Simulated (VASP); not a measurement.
# GaN (P6_3mc) in VASP: a series of runs

The runs below take GaN through single point, with r2SCAN.

Everything below comes from runs of VASP 6.6.1. Logs are shortened: lines on timing, memory, paths and dates and some standing lists are left out, and cuts for length are marked.

### 1 The cell of the first run

It takes space group P6_3mc (No. 186, hexagonal). The conventional cell has a = 2.992 Å, b = 2.992 Å, c = 5.370 Å, α = 90.00°, β = 90.00°, γ = 120.00°. Within 2.5 Å of Ga (site symmetry 3m) lie 4 N at 1.87 to 1.97 Å. N (site symmetry 3m) has 4 Ga at 1.87 to 1.97 Å within 2.5 Å.

### 2 Single point, r2SCAN (biaxial strain in the a-b plane: -6.0 %)

POSCAR reads:

```
GaN
1.0
    2.9921110929      0.0000000000      0.0000000000
   -1.4960555464      2.5912442174      0.0000000000
    0.0000000000      0.0000000000      5.3701919137
Ga N
2 2
Direct
    0.6666666667      0.3333333333      0.5044806400
    0.3333333333      0.6666666667      1.0044806400
    0.6666666667      0.3333333333      0.8705193600
    0.3333333333      0.6666666667      0.3705193600
```

INCAR.step1 reads:

```
  PREC = Accurate
  ENCUT = 520
  ISMEAR = 0
  SIGMA = 0.02
  LREAL = False
  LASPH = True
  NELM = 80
  NBANDS = 26
  GGA = PE
  ALGO = Normal
  EDIFF = 1E-4
  LWAVE = True
  LCHARG = False
```

INCAR.step2 reads:

```
  PREC = Accurate
  ENCUT = 520
  EDIFF = 1E-7
  ISMEAR = 0
  SIGMA = 0.02
  LREAL = False
  LASPH = True
  NELM = 80
  ALGO = Normal
  ISIF = 2
  LWAVE = False
  LCHARG = True
  METAGGA = R2SCAN
  LMIXTAU = True
  LELF = True
  LVHAR = True
  NBANDS = 26
  ISTART = 1
```

KPOINTS reads:

```
Automatic mesh
0
Gamma
  12 12 6
```

Potentials or basis: VASP PAW PBE potentials, release 64 (Ga_d, N).

On the command line:

```sh
> cat potpaw_PBE.64/Ga_d/POTCAR potpaw_PBE.64/N/POTCAR > POTCAR
> cp INCAR.step1 INCAR
> mpirun -np 1 vasp_std > vasp.out
> cp INCAR.step2 INCAR
> mpirun -np 1 vasp_std > vasp.out
```

OUTCAR:

```text
PREC = Accurate
   ENCUT = 520
   EDIFF = 1E-7
   ISMEAR = 0
   LREAL = False
   LASPH = True
   NELM = 80
   ISIF = 2
   METAGGA = R2SCAN
   ISTART = 1

 ion  position               nearest neighbor table
   1  0.667  0.333  0.504-   4 1.87   4 1.87   4 1.87   3 1.97
   2  0.333  0.667  0.004-   3 1.87   3 1.87   3 1.87   4 1.97
   3  0.667  0.333  0.871-   2 1.87   2 1.87   2 1.87   1 1.97
   4  0.333  0.667  0.371-   1 1.87   1 1.87   1 1.87   2 1.97

  LATTYP: Found a hexagonal cell.
 ALAT       =     2.9921110929
 C/A-ratio  =     1.7947835983

  Lattice vectors:

 A1 = (   2.9921110929,   0.0000000000,   0.0000000000)
 A2 = (  -1.4960555464,   2.5912442174,   0.0000000000)
 A3 = (   0.0000000000,   0.0000000000,   5.3701919137)

Analysis of symmetry for initial positions (statically):
=====================================================================
 Subroutine PRICEL returns:
 Original cell was already a primitive cell.

 Routine SETGRP: Setting up the symmetry group for a
 hexagonal supercell.

 Subroutine GETGRP returns: Found 12 space group operations
 (whereof  6 operations were pure point group operations)
 out of a pool of 24 trial point group operations.

The static configuration has the point symmetry C_3v.
 The point group associated with its full space group is C_6v.

Analysis of symmetry for dynamics (positions and initial velocities):
=====================================================================
 Subroutine PRICEL returns:
 Original cell was already a primitive cell.

 Routine SETGRP: Setting up the symmetry group for a
 hexagonal supercell.

 Subroutine GETGRP returns: Found 12 space group operations
 (whereof  6 operations were pure point group operations)
 out of a pool of 24 trial point group operations.

The dynamic configuration has the point symmetry C_3v.
 The point group associated with its full space group is C_6v.

 Subroutine INISYM returns: Found 12 space group operations
 (whereof  6 operations are pure point group operations),
 and found     1 'primitive' translations

----------------------------------------------------------------------------------------

                                     Primitive cell

  volume of cell :      41.6367

  direct lattice vectors                    reciprocal lattice vectors
     2.992111093  0.000000000  0.000000000     0.334212190  0.192957498  0.000000000
    -1.496055546  2.591244217  0.000000000     0.000000000  0.385914995  0.000000000
     0.000000000  0.000000000  5.370191914     0.000000000  0.000000000  0.186213084

  length of vectors
     2.992111093  2.992111093  5.370191914     0.385914995  0.385914995  0.186213084

  position of ions in fractional coordinates (direct lattice)
     0.666666667  0.333333333  0.504480640
     0.333333333  0.666666667  0.004480640
     0.666666667  0.333333333  0.870519360
     0.333333333  0.666666667  0.370519360

  ion indices of the primitive-cell ions
   primitive index   ion index
                 1           1
                 2           2
                 3           3
                 4           4

----------------------------------------------------------------------------------------

 KPOINTS: Automatic mesh

Automatic generation of k-mesh.
 Grid dimensions read from file:
 generate k-points for:   12   12    6

 Generating k-lattice:

  Cartesian coordinates                     Fractional coordinates (reciprocal lattice)
     0.027851016  0.016079791  0.000000000     0.083333333  0.000000000  0.000000000
     0.000000000  0.032159583  0.000000000     0.000000000  0.083333333  0.000000000
     0.000000000  0.000000000  0.031035514     0.000000000  0.000000000  0.166666667

  Length of vectors
     0.032159583  0.032159583  0.031035514

  Shift w.r.t. Gamma in fractional coordinates (k-lattice)
     0.000000000  0.000000000  0.000000000

 Subroutine IBZKPT returns following result:
 ===========================================

 Found     76 irreducible k-points:

 Following reciprocal coordinates:
            Coordinates               Weight
  0.000000  0.000000  0.000000      1.000000
  0.083333  0.000000  0.000000      6.000000
  0.166667  0.000000  0.000000      6.000000
  0.250000  0.000000  0.000000      6.000000
  0.333333  0.000000  0.000000      6.000000
  0.416667  0.000000  0.000000      6.000000
[... 16 lines left out ...]
  0.250000  0.000000  0.166667     12.000000
  0.333333  0.000000  0.166667     12.000000
 [... further k-points ...]
   k-points           NKPTS =     76   k-points in BZ     NKDIM =     76   number of bands    NBANDS=     26
   number of dos      NEDOS =    301   number of ions     NIONS =      4
   total plane-waves  NPLWV =  23040
   dimension x,y,z NGX =    24 NGY =   24 NGZ =   40
   dimension x,y,z NGXF=    48 NGYF=   48 NGZF=   80
   ions per type =               2   2
   NGX,Y,Z   is equivalent  to a cutoff of  13.33, 13.33, 12.38 a.u.
   NGXF,Y,Z  is equivalent  to a cutoff of  26.67, 26.67, 24.77 a.u.
 SYSTEM =  unknown system
   PREC   = accura    normal or accurate (medium, high low for compatibility)
   ISTART =      1    job   : 0-new  1-cont  2-samecut
   ICHARG =      0    charge: 1-file 2-atom 10-const
   ISPIN  =      1    spin polarized calculation?
   LNONCOLLINEAR =      F non collinear calculations
   LSORBIT =      F    spin-orbit coupling
   LASPH  =      T    aspherical Exc in radial PAW
   ENCUT  =  520.0 eV  38.22 Ry    6.18 a.u.   5.56  5.56  9.98*2*pi/ulx,y,z
   NELM   =     80;   NELMIN=  2; NELMDL=  0     # of ELM steps
   EDIFF  = 0.1E-06   stopping-criterion for ELM
   LREAL  =      F    real-space projection
   EDIFFG = 0.1E-05   stopping-criterion for IOM
   NSW    =      0    number of steps for IOM
   IBRION =     -1    ionic relax: 0-MD 1-quasi-New 2-CG
   NFREE  =      0    steps in history (QN), initial steepest desc. (CG)
   ISIF   =      2    stress and relaxation
   ISYM   =      2    0-nonsym 1-usesym 2-fastsym
   POTIM  = 0.5000    time-step for ionic-motion
   TEBEG  =    0.0;   TEEND  =   0.0 temperature during run
   PSTRESS=    0.0 pullay stress
   NELECT =      36.0000    total number of electrons
   NUPDOWN=      -1.0000    fix difference up-down
   EMIN   =  10.00;   EMAX   =-10.00  energy-range for DOS
   EFERMI =   0.00;   METHOD = LEGACY
   ISMEAR =     0;   SIGMA  =   0.02  broadening in eV -4-tet -1-fermi 0-gaus
   EFERMI_NEDOS =   21; number of points for ismear=-14 and -15
   IALGO  =     38    algorithm
   IMIX   =      4    mixing-type and parameters
     AMIX     =   0.40;   BMIX     =  1.00
     AMIX_MAG =   1.60;   BMIX_MAG =  1.00
  volume/ion in A,a.u.               =      10.41        70.24
  Fermi-wavevector in a.u.,A,eV,Ry     =   1.559614  2.947243 33.094742  2.432395
  Thomas-Fermi vector in A             =   2.662946
   LORBIT       =      0    0 simple, 1 ext, 2 COOP (PROOUT), +10 PAW based schemes
   METAGGA = R2SCAN    functional components
   LHFCALC =     F    Hartree Fock is set to
   AEXX    =    0.0000 exact exchange contribution
   IVDW    =     0    specifies the selected vdW correction
   LEPSILON=     F    determine dielectric tensor
   LRPA    =     F    only Hartree local field effects (RPA)
 non-spin polarized calculation
 Gauss-broadening in eV      SIGMA  =   0.02
  energy-cutoff  :      520.00
  volume of cell :       41.64
 maximum number of plane-waves:      1147
 NGX is ok and might be reduce to    24
   NGX = 11   NGY = 11   NGZ = 19

 number of electron      36.0000008 magnetization

 Free energy of the ion-electron system (eV)
  ---------------------------------------------------
  ext. energy  EPLUGINS =         0.00000000
  ---------------------------------------------------
  free energy    TOTEN  =       -43.24533517 eV

  energy without entropy =      -43.24533517  energy(sigma->0) =      -43.24533517

 E-fermi :   6.5267     XC(G=0): -13.2059

 val. band max:        6.3598994482   @ k =   0.0000   0.0000   0.0000
 cond. band min:       8.6018523107   @ k =   0.0000   0.0000   0.0000
 fundamental gap:      2.2419528625
 Fermi energy:         6.5267263971

 k-point     1 :       0.0000    0.0000    0.0000
  band No.  band energies     occupation
      1     -11.5080      2.00000
      2     -10.3621      2.00000
      3      -7.8712      2.00000
      4      -7.8433      2.00000
      5      -7.8433      2.00000
      6      -7.7763      2.00000
[... 18 lines left out ...]
     25      19.9937      0.00000
     26      19.9937      0.00000

 k-point     2 :       0.0833    0.0000    0.0000
  band No.  band energies     occupation
      1     -11.4195      2.00000
      2     -10.3246      2.00000
      3      -7.8581      2.00000
      4      -7.8269      2.00000
      5      -7.8263      2.00000
      6      -7.7652      2.00000
[... 18 lines left out ...]
     25      19.4135      0.00000
     26      20.1290      0.00000

 k-point     3 :       0.1667    0.0000    0.0000
  band No.  band energies     occupation
      1     -11.1740      2.00000
      2     -10.2293      2.00000
      3      -7.8227      2.00000
      4      -7.7857      2.00000
      5      -7.7696      2.00000
      6      -7.7206      2.00000
[... 18 lines left out ...]
     25      18.7689      0.00000
     26      19.9793      0.00000

 k-point     4 :       0.2500    0.0000    0.0000
  band No.  band energies     occupation
      1     -10.8356      2.00000
      2     -10.1166      2.00000
      3      -7.7869      2.00000
      4      -7.7414      2.00000
      5      -7.6863      2.00000
      6      -7.6249      2.00000
[... 18 lines left out ...]
     25      19.0226      0.00000
     26      19.6276      0.00000
[... 496 lines left out ...]
      1     -11.1047      2.00000
      2     -10.2804      2.00000
      3      -7.8128      2.00000
      4      -7.7807      2.00000
      5      -7.7622      2.00000
      6      -7.7177      2.00000
[... 18 lines left out ...]
     25      18.7591      0.00000
     26      20.2490      0.00000

 k-point    23 :       0.2500    0.0000    0.1667
  band No.  band energies     occupation
      1     -10.7788      2.00000
      2     -10.1523      2.00000
      3      -7.7826      2.00000
      4      -7.7336      2.00000
      5      -7.6989      2.00000
      6      -7.6327      2.00000
[... 18 lines left out ...]
     25      18.6890      0.00000
     26      20.2771      0.00000

 k-point    24 :       0.3333    0.0000    0.1667
  band No.  band energies     occupation
      1     -10.4662      2.00000
      2     -10.0476      2.00000
      3      -7.7716      2.00000
      4      -7.7036      2.00000
      5      -7.6538      2.00000
      6      -7.5650      2.00000
[... 18 lines left out ...]
     25      18.7208      0.00000
     26      20.8617      0.00000

 [... further k-points ...]

------------------------ aborting loop because EDIFF is reached ----------------------------------------

  FORCE on cell =-STRESS in cart. coord.  units (eV):
  Direction    XX          YY          ZZ          XY          YZ          ZX
  --------------------------------------------------------------------------------------
  -------------------------------------------------------------------------------------
  Total        9.5238415      9.5238415     -1.0705882      0.0000000      0.0000000      0.0000000
  in kB      366.4771275    366.4771275    -41.1962017      0.0000000      0.0000000      0.0000000
  external PRESSURE =     230.5860178 kB  Pullay stress =       0.0000000 kB

 VOLUME and BASIS-vectors are now :
 -----------------------------------------------------------------------------
  energy-cutoff  :      520.00
  volume of cell :       41.64
      direct lattice vectors                 reciprocal lattice vectors
     2.992111093  0.000000000  0.000000000     0.334212190  0.192957498  0.000000000
    -1.496055546  2.591244217  0.000000000     0.000000000  0.385914995  0.000000000
     0.000000000  0.000000000  5.370191914     0.000000000  0.000000000  0.186213084

 POSITION                                       TOTAL-FORCE (eV/Angst)
 -----------------------------------------------------------------------------------
      1.49606      0.86375      2.70916         0.000000     -0.000000      0.557481
     -0.00000      1.72750      0.02406        -0.000000      0.000000      0.557481
      1.49606      0.86375      4.67486        -0.000000      0.000000     -0.557481
     -0.00000      1.72750      1.98976        -0.000000     -0.000000     -0.557481
 -----------------------------------------------------------------------------------
    total drift:                                0.000002      0.000004      0.049975

  FREE ENERGIE OF THE ION-ELECTRON SYSTEM (eV)
  ---------------------------------------------------
  free  energy   TOTEN  =       -43.2453351742 eV

  energy  without entropy=      -43.2453351742  energy(sigma->0) =      -43.24533517
```

Run time: 2.5 min. Hardware: 1 thread of Intel Xeon Platinum 8488C (Sapphire Rapids), shared host; peak memory 0.21 GiB.

What came out:

```
Free energy            : -43.2453 eV
Pressure               : 23.1 GPa
Largest force          : 0.557 eV/Å
Band gap on the k mesh : 2.24 eV
```

Forces in eV/Å, atoms in the order of the input:
```
Ga   0.000  0.000  0.557
Ga   0.000  0.000  0.557
N    0.000  0.000 -0.557
N    0.000  0.000 -0.557
```

Levels at points of the mesh, in eV from the valence-band top:
```csv
k point,band 16,band 17,band 18,band 19,band 20,band 21
"(0.00, 0.00, 0.00)",-0.76,0.00,0.00,2.24,6.29,9.50
"(0.50, 0.00, 0.00)",-2.90,-2.89,-1.29,5.64,6.28,6.42
"(0.00, 0.00, 0.50)",-0.46,-0.46,-0.46,5.38,5.38,9.12
"(0.50, 0.00, 0.50)",-2.83,-2.14,-2.14,4.52,4.52,8.78
```

Caveat: the cell differs from its parent crystal (biaxial strain in the a-b plane: -6.0 %); the cell stands under pressure; the PAW data sets were made with another functional, which shifts forces and pressure a little.

### 3 Single point, r2SCAN (biaxial strain in the a-b plane: -4.0 %, then relaxed in part)

POSCAR reads:

```
GaN
1.0
    3.0557730310      0.0000000000      0.0000000000
   -1.5278865155      2.6463770731      0.0000000000
    0.0000000000      0.0000000000      5.2840008476
Ga N
2 2
Direct
    0.6666666667      0.3333333333      0.5044806400
    0.3333333333      0.6666666667      1.0044806400
    0.6666666667      0.3333333333      0.8705193600
    0.3333333333      0.6666666667      0.3705193600
```

INCAR.step1 reads:

```
SYSTEM = GaN
ALGO = Normal ; EDIFF = 1E-4
ENCUT = 520 ; GGA = PE
ISMEAR = 0 ; LASPH = .TRUE.
LCHARG = .FALSE. ; LREAL = .FALSE.
LWAVE = .TRUE. ; NBANDS = 26
NELM = 100 ; PREC = Accurate
SIGMA = 0.02
```

INCAR.step2 reads:

```
SYSTEM = GaN
ALGO = Normal ; EDIFF = 1E-6
ENCUT = 520 ; ISIF = 2
ISMEAR = 0 ; ISTART = 1
LASPH = .TRUE. ; LCHARG = .FALSE.
LMIXTAU = .TRUE. ; LREAL = .FALSE.
LWAVE = .FALSE. ; METAGGA = R2SCAN
NBANDS = 26 ; NELM = 100
PREC = Accurate ; SIGMA = 0.02
```

KPOINTS reads:

```
k-points
0
G
  12 12 6
  0 0 0
```

Potentials or basis: VASP PAW PBE potentials, release 64 (Ga_d, N).

On the command line:

```sh
> cat potpaw_PBE.64/Ga_d/POTCAR potpaw_PBE.64/N/POTCAR > POTCAR
> cp INCAR.step1 INCAR
> mpirun -np 1 vasp_std > vasp.out
> cp INCAR.step2 INCAR
> mpirun -np 1 vasp_std > vasp.out
```

Wall time 2.5 min (1 thread of Intel Xeon Platinum 8488C (Sapphire Rapids), shared host); peak memory 0.21 GiB.

It converged, with:

| Quantity | Value |
| --- | --- |
| Free energy | -43.5765 eV |
| Pressure | 15.1 GPa |
| Largest force | 0.019 eV/Å |
| Band gap on the k mesh | 2.40 eV |

Forces on the atoms (eV/Å):
```
Ga   0.000  0.000  0.019
Ga   0.000  0.000  0.019
N    0.000  0.000 -0.019
N    0.000  0.000 -0.019
```

Stress tensor (GPa, compression positive):
```
22.10  0.00  0.00
 0.00 22.10  0.00
 0.00  0.00  1.17
```

Levels at points of the mesh, in eV from the valence-band top:
| k point | band 15 | band 16 | band 17 | band 18 | band 19 | band 20 | band 21 | band 22 |
| --- | --- | --- | --- | --- | --- | --- | --- | --- |
| (0.00, 0.00, 0.00) | -0.99 | -0.51 | 0.00 | 0.00 | 2.40 | 5.80 | 9.69 | 10.84 |
| (0.50, 0.00, 0.00) | -4.83 | -2.90 | -2.74 | -1.16 | 5.91 | 6.05 | 6.44 | 9.46 |
| (0.00, 0.00, 0.50) | -0.51 | -0.51 | -0.51 | -0.51 | 5.22 | 5.22 | 9.17 | 9.17 |
| (0.50, 0.00, 0.50) | -2.57 | -2.57 | -2.10 | -2.10 | 4.69 | 4.69 | 8.70 | 8.70 |

Caveat: the cell differs from its parent crystal (biaxial strain in the a-b plane: -4.0 %, then relaxed in part); the cell stands under pressure; the PAW data sets were made with another functional, which shifts forces and pressure a little.

(Continued in part 2 of 3.)
